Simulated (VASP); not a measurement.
# GaFeC4N4 (P-43m) in VASP: a series of runs

The runs below take GaFeC4N4 through single point, with PBE.

Program: VASP 6.6.1. These are calculated values, not measurements. Logs are shortened: lines on timing, memory, paths and dates and some standing lists are left out, and cuts for length are marked.

## 1. The cell of the first run

Symmetry: P-43m, No. 215, cubic system. Conventional cell: a = 5.832 Å, b = 5.832 Å, c = 5.832 Å, α = 90.00°, β = 90.00°, γ = 90.00°. Within 2.6 Å of Ga (site symmetry -43m) lie 4 C at 1.97 Å. Within 2.5 Å of Fe (site symmetry -43m) lie 4 N at 1.92 Å. C (site symmetry 3m) has 1 N at 1.17 Å within 1.6 Å. Within 1.6 Å of N (site symmetry 3m) lie 1 C at 1.17 Å.

## 2. Single point, PBE, collinear spin, ferromagnetic start

INCAR reads:

```
SYSTEM = GaFeC4N4
ALGO     = Normal         ! electronic algorithm
EDIFF    = 1E-7           ! SCF threshold, eV
ENCUT    = 520            ! plane-wave cutoff, eV
GGA      = PE             ! functional
ISIF     = 2              ! what is computed and relaxed
ISMEAR   = 0              ! smearing method
ISPIN    = 2              ! spin polarisation
LASPH    = .True.         ! aspherical terms in the spheres
LCHARG   = .False.        ! write CHGCAR
LMAXMIX  = 4              ! l up to which the mixer works
LORBIT   = 11             ! projections on sites
LREAL    = .False.        ! projectors in reciprocal space
LWAVE    = .False.        ! write WAVECAR
MAGMOM   = 0 4 0 0 0 0 0 0 0 0 ! initial moments
NBANDS   = 44             ! bands
NELM     = 150            ! most SCF steps
PREC     = Accurate       ! precision mode
SIGMA    = 0.1            ! smearing width, eV
```

KPOINTS reads:

```
k-points
0
Gamma
  4 4 4
  0 0 0
```

POSCAR reads:

```
GaFeC4N4
1.0
    5.8320956327      0.0000000000      0.0000000000
    0.0000000000      5.8320956327      0.0000000000
    0.0000000000      0.0000000000      5.8320956327
Ga Fe C N
1 1 4 4
Direct
    0.0000000000      0.0000000000      0.0000000000
    0.5000000000      0.5000000000      0.5000000000
    0.1946033904      0.1946033904      0.1946033904
    0.1946033904      0.8053966096      0.8053966096
    0.8053966096      0.1946033904      0.8053966096
    0.8053966096      0.8053966096      0.1946033904
    0.3102849147      0.3102849147      0.3102849147
    0.3102849147      0.6897150853      0.6897150853
    0.6897150853      0.3102849147      0.6897150853
    0.6897150853      0.6897150853      0.3102849147
```

Potentials or basis: VASP PAW PBE potentials, release 64 (Ga_d, Fe, C, N).

On the command line:

```
$ cat potpaw_PBE.64/Ga_d/POTCAR potpaw_PBE.64/Fe/POTCAR potpaw_PBE.64/C/POTCAR potpaw_PBE.64/N/POTCAR > POTCAR
$ mpirun -np 1 vasp_std > vasp.out
```

OUTCAR:

```text
SYSTEM = GaFeC4N4
   EDIFF = 1E-7
   ENCUT = 520
   GGA = PE
   ISIF = 2
   ISMEAR = 0
   ISPIN = 2
   LASPH = .True.
   LORBIT = 11
   LREAL = .False.
   NELM = 150
   PREC = Accurate

 ion  position               nearest neighbor table
   1  0.000  0.000  0.000-   3 1.97   4 1.97   5 1.97   6 1.97
   2  0.500  0.500  0.500-   7 1.92   8 1.92   9 1.92  10 1.92
   3  0.195  0.195  0.195-   7 1.17   1 1.97
   4  0.195  0.805  0.805-   8 1.17   1 1.97
   5  0.805  0.195  0.805-   9 1.17   1 1.97
   6  0.805  0.805  0.195-  10 1.17   1 1.97
   7  0.310  0.310  0.310-   3 1.17   2 1.92
   8  0.310  0.690  0.690-   4 1.17   2 1.92
   9  0.690  0.310  0.690-   5 1.17   2 1.92
  10  0.690  0.690  0.310-   6 1.17   2 1.92

  LATTYP: Found a simple cubic cell.
 ALAT       =     5.8320956327

  Lattice vectors:

 A1 = (   5.8320956327,   0.0000000000,   0.0000000000)
 A2 = (   0.0000000000,   5.8320956327,   0.0000000000)
 A3 = (   0.0000000000,   0.0000000000,   5.8320956327)

Analysis of symmetry for initial positions (statically):
=====================================================================
 Subroutine PRICEL returns:
 Original cell was already a primitive cell.

 Routine SETGRP: Setting up the symmetry group for a
 simple cubic supercell.

 Subroutine GETGRP returns: Found 24 space group operations
 (whereof 24 operations were pure point group operations)
 out of a pool of 48 trial point group operations.

The static configuration has the point symmetry T_d .

Analysis of symmetry for dynamics (positions and initial velocities):
=====================================================================
 Subroutine PRICEL returns:
 Original cell was already a primitive cell.

 Routine SETGRP: Setting up the symmetry group for a
 simple cubic supercell.

 Subroutine GETGRP returns: Found 24 space group operations
 (whereof 24 operations were pure point group operations)
 out of a pool of 48 trial point group operations.

The dynamic configuration has the point symmetry T_d .

Analysis of structural, dynamic, and magnetic symmetry:
=====================================================================
 Subroutine PRICEL returns:
 Original cell was already a primitive cell.

 Routine SETGRP: Setting up the symmetry group for a
 simple cubic supercell.

 Subroutine GETGRP returns: Found 24 space group operations
 (whereof 24 operations were pure point group operations)
 out of a pool of 48 trial point group operations.

The overall configuration has the point symmetry T_d .

 Subroutine INISYM returns: Found 24 space group operations
 (whereof 24 operations are pure point group operations),
 and found     1 'primitive' translations

----------------------------------------------------------------------------------------

                                     Primitive cell

  volume of cell :     198.3690

  direct lattice vectors                    reciprocal lattice vectors
     5.832095633  0.000000000  0.000000000     0.171464952  0.000000000  0.000000000
     0.000000000  5.832095633  0.000000000     0.000000000  0.171464952  0.000000000
     0.000000000  0.000000000  5.832095633     0.000000000  0.000000000  0.171464952

  length of vectors
     5.832095633  5.832095633  5.832095633     0.171464952  0.171464952  0.171464952

  position of ions in fractional coordinates (direct lattice)
     0.000000000  0.000000000  0.000000000
     0.500000000  0.500000000  0.500000000
     0.194603390  0.194603390  0.194603390
     0.194603390  0.805396610  0.805396610
     0.805396610  0.194603390  0.805396610
     0.805396610  0.805396610  0.194603390
     0.310284915  0.310284915  0.310284915
     0.310284915  0.689715085  0.689715085
     0.689715085  0.310284915  0.689715085
     0.689715085  0.689715085  0.310284915

  ion indices of the primitive-cell ions
   primitive index   ion index
                 1           1
                 2           2
                 3           3
                 4           4
                 5           5
                 6           6
                 7           7
                 8           8
                 9           9
                10          10

----------------------------------------------------------------------------------------

 KPOINTS: k-points

Automatic generation of k-mesh.
 Grid dimensions read from file:
 generate k-points for:    4    4    4

 Generating k-lattice:

  Cartesian coordinates                     Fractional coordinates (reciprocal lattice)
     0.042866238  0.000000000  0.000000000     0.250000000  0.000000000  0.000000000
     0.000000000  0.042866238  0.000000000     0.000000000  0.250000000  0.000000000
     0.000000000  0.000000000  0.042866238     0.000000000  0.000000000  0.250000000

  Length of vectors
     0.042866238  0.042866238  0.042866238

  Shift w.r.t. Gamma in fractional coordinates (k-lattice)
     0.000000000  0.000000000  0.000000000

 Subroutine IBZKPT returns following result:
 ===========================================

 Found     10 irreducible k-points:

 Following reciprocal coordinates:
            Coordinates               Weight
  0.000000  0.000000  0.000000      1.000000
  0.250000  0.000000  0.000000      6.000000
  0.500000  0.000000  0.000000      3.000000
  0.250000  0.250000  0.000000     12.000000
  0.500000  0.250000  0.000000     12.000000
  0.500000  0.500000  0.000000      3.000000
  0.250000  0.250000  0.250000      8.000000
  0.500000  0.250000  0.250000     12.000000
  0.500000  0.500000  0.250000      6.000000
  0.500000  0.500000  0.500000      1.000000
   k-points           NKPTS =     10   k-points in BZ     NKDIM =     10   number of bands    NBANDS=     44
   number of dos      NEDOS =    301   number of ions     NIONS =     10
   total plane-waves  NPLWV = 110592
   dimension x,y,z NGX =    48 NGY =   48 NGZ =   48
   dimension x,y,z NGXF=    96 NGYF=   96 NGZF=   96
   ions per type =               1   1   4   4
   NGX,Y,Z   is equivalent  to a cutoff of  13.68, 13.68, 13.68 a.u.
   NGXF,Y,Z  is equivalent  to a cutoff of  27.37, 27.37, 27.37 a.u.
 SYSTEM =  GaFeC4N4
   PREC   = accura    normal or accurate (medium, high low for compatibility)
   ISTART =      0    job   : 0-new  1-cont  2-samecut
   ICHARG =      2    charge: 1-file 2-atom 10-const
   ISPIN  =      2    spin polarized calculation?
   LNONCOLLINEAR =      F non collinear calculations
   LSORBIT =      F    spin-orbit coupling
   LASPH  =      T    aspherical Exc in radial PAW
   ENCUT  =  520.0 eV  38.22 Ry    6.18 a.u.  10.84 10.84 10.84*2*pi/ulx,y,z
   NELM   =    150;   NELMIN=  2; NELMDL= -5     # of ELM steps
   EDIFF  = 0.1E-06   stopping-criterion for ELM
   LREAL  =      F    real-space projection
   EDIFFG = 0.1E-05   stopping-criterion for IOM
   NSW    =      0    number of steps for IOM
   IBRION =     -1    ionic relax: 0-MD 1-quasi-New 2-CG
   NFREE  =      0    steps in history (QN), initial steepest desc. (CG)
   ISIF   =      2    stress and relaxation
   ISYM   =      2    0-nonsym 1-usesym 2-fastsym
   POTIM  = 0.5000    time-step for ionic-motion
   TEBEG  =    0.0;   TEEND  =   0.0 temperature during run
   PSTRESS=    0.0 pullay stress
   NELECT =      57.0000    total number of electrons
   NUPDOWN=      -1.0000    fix difference up-down
   EMIN   =  10.00;   EMAX   =-10.00  energy-range for DOS
   EFERMI =   0.00;   METHOD = LEGACY
   ISMEAR =     0;   SIGMA  =   0.10  broadening in eV -4-tet -1-fermi 0-gaus
   EFERMI_NEDOS =   21; number of points for ismear=-14 and -15
   IALGO  =     38    algorithm
   IMIX   =      4    mixing-type and parameters
     AMIX     =   0.40;   BMIX     =  1.00
     AMIX_MAG =   1.60;   BMIX_MAG =  1.00
  volume/ion in A,a.u.               =      19.84       133.87
  Fermi-wavevector in a.u.,A,eV,Ry     =   1.080294  2.041459 15.878466  1.167034
  Thomas-Fermi vector in A             =   2.216281
   LORBIT       =     11    0 simple, 1 ext, 2 COOP (PROOUT), +10 PAW based schemes
   GGA     = PE    functional components
   LHFCALC =     F    Hartree Fock is set to
   AEXX    =    0.0000 exact exchange contribution
   IVDW    =     0    specifies the selected vdW correction
   LEPSILON=     F    determine dielectric tensor
   LRPA    =     F    only Hartree local field effects (RPA)
 spin polarized calculation
 Gauss-broadening in eV      SIGMA  =   0.10
  energy-cutoff  :      520.00
  volume of cell :      198.37
 maximum number of plane-waves:      5400
 NGX is ok and might be reduce to    48
   NGX = 21   NGY = 21   NGZ = 21

 number of electron      56.9999987 magnetization       3.0000784

 Free energy of the ion-electron system (eV)
  ---------------------------------------------------
  ext. energy  EPLUGINS =         0.00000000
  ---------------------------------------------------
  free energy    TOTEN  =       -77.91641701 eV

  energy without entropy =      -77.91641655  energy(sigma->0) =      -77.91641678

 E-fermi :   0.7503     XC(G=0):  -7.2870

 val. band max:        0.4507199369   @ k =   0.5000   0.0000   0.0000
 cond. band min:       1.0442360294   @ k =   0.0000   0.0000   0.0000
 fundamental gap:      0.5935160924
 Fermi energy:         0.7502594450

 spin component 1

 k-point     1 :       0.0000    0.0000    0.0000
  band No.  band energies     occupation
      1     -18.6907      1.00000
      2     -18.5498      1.00000
      3     -18.5498      1.00000
      4     -18.5498      1.00000
      5     -15.7296      1.00000
      6     -15.7296      1.00000
[... 32 lines left out ...]
     39       4.4430      0.00000
[... 386 lines left out ...]
     39       5.1228      0.00000
     40       6.4355      0.00000
 Fermi energy:         0.7502594450

 spin component 2

 k-point     1 :       0.0000    0.0000    0.0000
  band No.  band energies     occupation
      1     -18.6553      1.00000
      2     -18.5161      1.00000
      3     -18.5161      1.00000
      4     -18.5161      1.00000
      5     -15.7285      1.00000
      6     -15.7285      1.00000
[... 32 lines left out ...]
     39       4.4925      0.00000
[... 386 lines left out ...]
     39       5.2154      0.00000
     40       6.5521      0.00000
 [bands above 40 left out]

------------------------ aborting loop because EDIFF is reached ----------------------------------------

  FORCE on cell =-STRESS in cart. coord.  units (eV):
  Direction    XX          YY          ZZ          XY          YZ          ZX
  --------------------------------------------------------------------------------------
  -------------------------------------------------------------------------------------
  Total        0.8799873      0.8799873      0.8799873      0.0000000      0.0000000     -0.0000000
  in kB        7.1074376      7.1074376      7.1074376      0.0000000      0.0000000     -0.0000000
  external PRESSURE =       7.1074376 kB  Pullay stress =       0.0000000 kB

 VOLUME and BASIS-vectors are now :
 -----------------------------------------------------------------------------
  energy-cutoff  :      520.00
  volume of cell :      198.37
      direct lattice vectors                 reciprocal lattice vectors
     5.832095633  0.000000000  0.000000000     0.171464952  0.000000000  0.000000000
     0.000000000  5.832095633  0.000000000     0.000000000  0.171464952  0.000000000
     0.000000000  0.000000000  5.832095633     0.000000000  0.000000000  0.171464952

 POSITION                                       TOTAL-FORCE (eV/Angst)
 -----------------------------------------------------------------------------------
      0.00000      0.00000      0.00000        -0.000000     -0.000000     -0.000000
      2.91605      2.91605      2.91605        -0.000000     -0.000000     -0.000000
      1.13495      1.13495      1.13495        -0.253457     -0.253457     -0.253457
      1.13495      4.69715      4.69715        -0.253457      0.253457      0.253457
      4.69715      1.13495      4.69715         0.253457     -0.253457      0.253457
      4.69715      4.69715      1.13495         0.253457      0.253457     -0.253457
      1.80961      1.80961      1.80961         0.165284      0.165284      0.165284
      1.80961      4.02248      4.02248         0.165284     -0.165284     -0.165284
      4.02248      1.80961      4.02248        -0.165284      0.165284     -0.165284
      4.02248      4.02248      1.80961        -0.165284     -0.165284      0.165284
 -----------------------------------------------------------------------------------
    total drift:                                0.000000      0.000000     -0.000000

  FREE ENERGIE OF THE ION-ELECTRON SYSTEM (eV)
  ---------------------------------------------------
  free  energy   TOTEN  =       -77.9164170054 eV

  energy  without entropy=      -77.9164165480  energy(sigma->0) =      -77.91641678

 total charge

# of ion       s       p       d       tot
------------------------------------------
    1        0.765   0.974  10.108  11.847
    2        0.378   0.570   6.289   7.237
    3        0.938   1.685   0.000   2.622
    4        0.938   1.685   0.000   2.622
    5        0.938   1.685   0.000   2.622
    6        0.938   1.685   0.000   2.622
    7        1.307   2.568   0.000   3.875
    8        1.307   2.568   0.000   3.875
    9        1.307   2.568   0.000   3.875
   10        1.307   2.568   0.000   3.875
--------------------------------------------------
tot         10.120  18.555  16.397  45.072

 magnetization (x)

# of ion       s       p       d       tot
------------------------------------------
    1        0.001  -0.001   0.000  -0.000
    2        0.013   0.092   2.514   2.619
    3        0.005   0.027   0.000   0.032
    4        0.005   0.027   0.000   0.032
    5        0.005   0.027   0.000   0.032
    6        0.005   0.027   0.000   0.032
    7        0.004  -0.011   0.000  -0.007
    8        0.004  -0.011   0.000  -0.007
    9        0.004  -0.011   0.000  -0.007
   10        0.004  -0.011   0.000  -0.007
--------------------------------------------------
tot          0.047   0.156   2.514   2.717
```

Run time: 3.8 min. Hardware: 1 thread of Intel Xeon Platinum 8488C (Sapphire Rapids), shared host; peak memory 0.49 GiB.

What came out:

```yaml
Free_energy: -77.9164 eV
Pressure: 0.7 GPa
Largest_force: 0.439 eV/Å
Band_gap_on_the_k_mesh: 0.59 eV (least direct gap 0.82 eV)
Net_moment: 3.00 μB per cell
Site_moments: Ga -0.00; Fe +2.62; C +0.03; N -0.01 μB
Valence_electrons_inside_the_program's_atomic_spheres: Ga 11.85; Fe 7.24; C 2.62; N 3.88
```

Forces on the atoms (eV/Å):
```
Ga   0.000  0.000  0.000
Fe   0.000  0.000  0.000
C   -0.253 -0.253 -0.253
C   -0.253  0.253  0.253
C    0.253 -0.253  0.253
C    0.253  0.253 -0.253
N    0.165  0.165  0.165
N    0.165 -0.165 -0.165
N   -0.165  0.165 -0.165
N   -0.165 -0.165  0.165
```

Caveat: semilocal functionals underestimate gaps, and a narrow one can read as zero; a cell with one magnetic atom can't hold antiferromagnetic order, which such compounds often take. A k mesh can miss the band edges.

[end of part 1 of 2]
